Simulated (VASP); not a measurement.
# MgS in VASP: further runs, part 2 of 2

VASP 6.6.1.

## Step 5: Single point, PBE (atoms moved at random)

The input, INCAR:

```
SYSTEM = MgS
GGA = PE
ISMEAR = 0
SIGMA = 0.03
LWAVE = .False.
LCHARG = .False.
ISIF = 2
ISYM = 0
PREC = Accurate
LASPH = .True.
LREAL = .False.
ALGO = Normal
EDIFF = 1E-6
NELM = 120
GGA_COMPAT = .False.
ENCUT = 420
EFERMI = MIDGAP
NSIM = 4
```

The input, KPOINTS:

```
k-points
0
Gamma
  1 1 1
```

The input, POSCAR:

```
MgS
1.0
    0.0000000000      5.6662400936      5.6662400936
    5.6662400936      0.0000000000      5.6662400936
    8.4993601404      8.4993601404      0.0000000000
S Mg
12 12
Direct
    0.1305710000      0.1245000000      0.0829350000
    0.1222410000      0.1294720000      0.4251990000
    0.1208880000      0.1265240000      0.7563310000
    0.1308430000      0.6190400000      0.0821400000
    0.1225660000      0.6287980000      0.4150770000
    0.1232460000      0.6256000000      0.7507860000
    0.6229880000      0.1279280000      0.0876310000
    0.6119440000      0.1282350000      0.4190540000
    0.6182530000      0.1330290000      0.7516210000
    0.6298560000      0.6316430000      0.0807980000
    0.6262720000      0.6264810000      0.4131630000
    0.6189350000      0.6299980000      0.7469750000
   -0.0024660000     -0.0037680000      0.0014700000
    0.0078150000      0.0017380000      0.3316730000
    0.0034780000     -0.0022380000      0.6657330000
    0.0008150000      0.5043780000     -0.0008830000
    0.0029360000      0.5002560000      0.3355790000
   -0.0035700000      0.5042060000      0.6623700000
    0.5033890000     -0.0009320000     -0.0032180000
    0.5022580000      0.0071870000      0.3318900000
    0.4990540000      0.0015880000      0.6664730000
    0.4959240000      0.5031670000     -0.0062890000
    0.5052960000      0.4988630000      0.3309330000
    0.4992220000      0.4986800000      0.6688900000
```

Potentials or basis: VASP PAW PBE potentials, release 64 (S, Mg).

Started as:

```
cat potpaw_PBE.64/S/POTCAR potpaw_PBE.64/Mg/POTCAR > POTCAR
mpirun -np 8 vasp_std > vasp.out
```

OUTCAR:

```text
SYSTEM = MgS
   GGA = PE
   ISMEAR = 0
   ISIF = 2
   ISYM = 0
   PREC = Accurate
   LASPH = .True.
   LREAL = .False.
   EDIFF = 1E-6
   NELM = 120
   ENCUT = 420
   EFERMI = MIDGAP

 ion  position               nearest neighbor table
   1  0.131  0.124  0.083-  19 2.44  14 2.44  16 2.49  13 2.51
   2  0.122  0.129  0.425-  15 2.36  17 2.43  20 2.49  14 2.50
   3  0.121  0.127  0.756-  13 2.41  18 2.47  21 2.48  15 2.50
   4  0.131  0.619  0.082-  22 2.39  16 2.42  13 2.47  17 2.49
   5  0.123  0.629  0.415-  17 2.40  18 2.43  14 2.44  23 2.50
   6  0.123  0.626  0.751-  15 2.44  16 2.44  24 2.46  18 2.49
[... 16 lines left out ...]
  23  0.505  0.499  0.331-   8 2.43  11 2.43  10 2.46   5 2.50
  24  0.499  0.499  0.669-   9 2.39  12 2.41   6 2.46  11 2.51

IMPORTANT INFORMATION: All symmetrisations will be switched off!
NOSYMM: (Re-)initialisation of all symmetry stuff for point group C_1.

----------------------------------------------------------------------------------------

                                     Primitive cell

  volume of cell :     545.7656

  direct lattice vectors                    reciprocal lattice vectors
     0.000000000  5.666240094  5.666240094    -0.088241937  0.088241937  0.088241937
     5.666240094  0.000000000  5.666240094     0.088241937 -0.088241937  0.088241937
     8.499360140  8.499360140  0.000000000     0.058827958  0.058827958 -0.058827958

  length of vectors
     8.013273588  8.013273588 12.019910382     0.152839518  0.152839518  0.101893012

  position of ions in fractional coordinates (direct lattice)
     0.130571000  0.124500000  0.082935000
     0.122241000  0.129472000  0.425199000
     0.120888000  0.126524000  0.756331000
     0.130843000  0.619040000  0.082140000
     0.122566000  0.628798000  0.415077000
     0.123246000  0.625600000  0.750786000
[... 16 lines left out ...]
     0.505296000  0.498863000  0.330933000
     0.499222000  0.498680000  0.668890000

  ion indices of the primitive-cell ions
   primitive index   ion index
                 1           1
                 2           2
[... 98 lines left out ...]
   LHFCALC =     F    Hartree Fock is set to
   AEXX    =    0.0000 exact exchange contribution
   IVDW    =     0    specifies the selected vdW correction
   LEPSILON=     F    determine dielectric tensor
   LRPA    =     F    only Hartree local field effects (RPA)

   CSHIFT  =0.1000    complex shift for real part using Kramers Kronig

   OMEGAMAX=  -1.0    maximum frequency
 non-spin polarized calculation
 Gauss-broadening in eV      SIGMA  =   0.03
  energy-cutoff  :      420.00
  volume of cell :      545.77
 maximum number of plane-waves:     10703
 NGX is ok and might be reduce to    54
   NGX = 27   NGY = 27   NGZ = 41

 number of electron      96.0000002 magnetization

 Free energy of the ion-electron system (eV)
  ---------------------------------------------------
  ext. energy  EPLUGINS =         0.00000000
  ---------------------------------------------------
  free energy    TOTEN  =       -96.94448395 eV

  energy without entropy =      -96.94448395  energy(sigma->0) =      -96.94448395

 E-fermi :   2.9167     XC(G=0):  -8.3146

 val. band max:        1.2506193187   @ k =   0.0000   0.0000   0.0000
 cond. band min:       4.5826973581   @ k =   0.0000   0.0000   0.0000
 fundamental gap:      3.3320780394
 Fermi energy:         2.9166583384

 k-point     1 :       0.0000    0.0000    0.0000
  band No.  band energies     occupation
      1     -10.0629      2.00000
      2      -9.5991      2.00000
      3      -9.5580      2.00000
      4      -9.4143      2.00000
      5      -9.3824      2.00000
      6      -9.3272      2.00000
[... 52 lines left out ...]
     59       6.7556      0.00000
     60       6.7957      0.00000
 [bands above 60 left out]

------------------------ aborting loop because EDIFF is reached ----------------------------------------

  FORCE on cell =-STRESS in cart. coord.  units (eV):
  Direction    XX          YY          ZZ          XY          YZ          ZX
  --------------------------------------------------------------------------------------
  -------------------------------------------------------------------------------------
  Total        8.7238085      8.8149656      8.3189121     -3.8987728      3.4194804      4.8552599
  in kB       25.6100564     25.8776617     24.4214219    -11.4454359     10.0384007     14.2533481
  external PRESSURE =      25.3030467 kB  Pullay stress =       0.0000000 kB

 VOLUME and BASIS-vectors are now :
 -----------------------------------------------------------------------------
  energy-cutoff  :      420.00
  volume of cell :      545.77
      direct lattice vectors                 reciprocal lattice vectors
     0.000000000  5.666240094  5.666240094    -0.088241937  0.088241937  0.088241937
     5.666240094  0.000000000  5.666240094     0.088241937 -0.088241937  0.088241937
     8.499360140  8.499360140  0.000000000     0.058827958  0.058827958 -0.058827958

 POSITION                                       TOTAL-FORCE (eV/Angst)
 -----------------------------------------------------------------------------------
      1.41034      1.44474      1.44529         0.055423     -0.195252     -0.161791
      4.34754      4.30657      1.42627        -0.586065     -0.332515      0.054346
      7.14524      7.11331      1.40190        -0.253716     -0.252427      0.071026
      4.20577      1.43953      4.24902         0.369858     -0.077633     -0.057241
      7.09081      4.22238      4.25741         0.016359      0.151016      0.303934
      9.92600      7.07954      4.24314        -0.172146     -0.179895     -0.021988
[... 16 lines left out ...]
      5.63940      5.67585      5.68981         0.162775     -0.157594      0.000958
      8.51078      8.51385      5.65435        -0.086158     -0.464441      0.120501
 -----------------------------------------------------------------------------------
    total drift:                               -0.001571     -0.000405      0.001257

  FREE ENERGIE OF THE ION-ELECTRON SYSTEM (eV)
  ---------------------------------------------------
  free  energy   TOTEN  =       -96.9444839474 eV

  energy  without entropy=      -96.9444839474  energy(sigma->0) =      -96.94448395
```

Wall time 14 s (8 MPI ranks of AMD EPYC 7R43 (Zen 3), shared host); peak memory 0.17 GiB.

Results:

```yaml
Free_energy: -96.9445 eV
Pressure: 2.5 GPa
Largest_force: 0.831 eV/Å
```

Forces on the atoms (eV/Å):
```
S    0.055 -0.195 -0.162
S   -0.586 -0.333  0.054
S   -0.254 -0.252  0.071
S    0.370 -0.078 -0.057
S    0.016  0.151  0.304
S   -0.172 -0.180 -0.022
S   -0.297 -0.300  0.081
S   -0.096  0.572  0.595
S   -0.572  0.157  0.045
S   -0.316 -0.197 -0.396
S    0.135  0.113  0.052
S   -0.084  0.157  0.254
Mg   0.257  0.243  0.067
Mg   0.311 -0.166 -0.118
Mg   0.555  0.232 -0.224
Mg  -0.197  0.065 -0.206
Mg  -0.046 -0.327 -0.109
Mg   0.153  0.305 -0.083
Mg   0.395  0.180  0.066
Mg  -0.142 -0.030 -0.544
Mg   0.294 -0.071 -0.033
Mg   0.145  0.577  0.243
Mg   0.163 -0.158  0.001
Mg  -0.086 -0.464  0.121
```

Stress tensor (GPa, compression positive):
```
 2.56 -1.14  1.43
-1.14  2.59  1.00
 1.43  1.00  2.44
```

Caveat: the k points lie up to 0.96 Å⁻¹ apart; the cell differs from its parent crystal (atoms moved at random).

## Step 6: Single point, PBEsol+D3(BJ)

The input, INCAR:

```
ALGO = Normal
EDIFF = 1E-6
ENCUT = 520
GGA = PS
ISIF = 2
ISMEAR = -1
IVDW = 12
LASPH = T
LCHARG = F
LREAL = F
LWAVE = F
NBANDS = 11
NELM = 80
PREC = Accurate
SIGMA = 0.15
```

The input, KPOINTS:

```
k-points
0
Gamma
  8 8 8
```

The input, POSCAR:

```
MgS
1.0
    0.0000000000      2.8331200468      2.8331200468
    2.8331200468      0.0000000000      2.8331200468
    2.8331200468      2.8331200468      0.0000000000
S Mg
1 1
Direct
    0.2500000000      0.2500000000      0.2500000000
    0.0000000000      0.0000000000      0.0000000000
```

Potentials or basis: VASP PAW PBE potentials, release 64 (S, Mg).

Started as:

```
cat potpaw_PBE.64/S/POTCAR potpaw_PBE.64/Mg/POTCAR > POTCAR
mpirun -np 1 vasp_std > vasp.out
```

Wall time 23 s (1 thread of Intel Xeon 8259CL, shared host); peak memory 0.18 GiB.

The run converged. Its results:

```
Free energy                : -9.3868 eV
Pressure                   : -2.2 GPa
Band gap on the k mesh     : 3.28 eV
Dispersion energy per atom : -0.235 eV
```

Levels at points of the mesh, in eV from the valence-band top:
```tsv
k point	band 2	band 3	band 4	band 5	band 6	band 7
(0.00, 0.00, 0.00)	0.00	0.00	0.00	3.28	7.87	7.87
(0.50, 0.00, 0.00)	-3.18	-0.33	-0.33	4.99	7.54	7.54
(0.50, 0.50, 0.00)	-2.85	-1.05	-1.05	3.71	5.54	11.01
```

Caveat: the PAW data sets were made with another functional, which shifts forces and pressure a little.

## Step 7: Summary

```csv
level,cell,k mesh,cutoff (eV),smearing,dipole correction,grid for exact exchange (PRECFOCK),share of exact exchange,tolerance level,purpose,gap on the mesh (eV),pressure (GPa),largest force (eV/Å)
PBEsol+D3(BJ),"a = 4.007 Å, angles 60.0°, 2 atoms, atomic positions A",8 × 8 × 8,600,fermi-dirac 0.15 eV,no,-,-,-,-,3.29,-2.2,-
r2SCANh+D3(BJ),"a = 4.007 Å, angles 60.0°, 2 atoms, atomic positions A",4 × 4 × 4,580,gaussian 0.01 eV,no,Normal,0.1,-,-,4.71,-1.6,-
PBE,"a = 8.013, b = 8.013, c = 12.020 Å, angles 60.0°, 24 atoms, atomic positions B",1 × 1 × 1,300,gaussian 0.03 eV,-,-,-,standard,forces in a large cell,-,2.4,0.83
PBE,"a = 8.013, b = 8.013, c = 12.020 Å, angles 60.0°, 24 atoms, atomic positions B",1 × 1 × 1,420,gaussian 0.03 eV,-,-,-,standard,forces in a large cell,-,2.5,0.83
PBEsol+D3(BJ),"a = 4.007 Å, angles 60.0°, 2 atoms, atomic positions A",8 × 8 × 8,520,fermi-dirac 0.15 eV,no,-,-,-,-,3.28,-2.2,-
```

Alike in all rows: task single point; potentials or basis VASP PAW PBE potentials, release 64 (S, Mg); no spin polarisation.

Caveats: some runs use coarse meshes; the PAW data sets were made with another functional, which shifts forces and pressure a little (at least some runs); the cutoff is under 1.25 times the usual one of these potentials, so pressure, stress and relaxed cells hold a basis-set (Pulay) error (at least some runs).

Absolute energies hang on the potentials; compare differences alone.
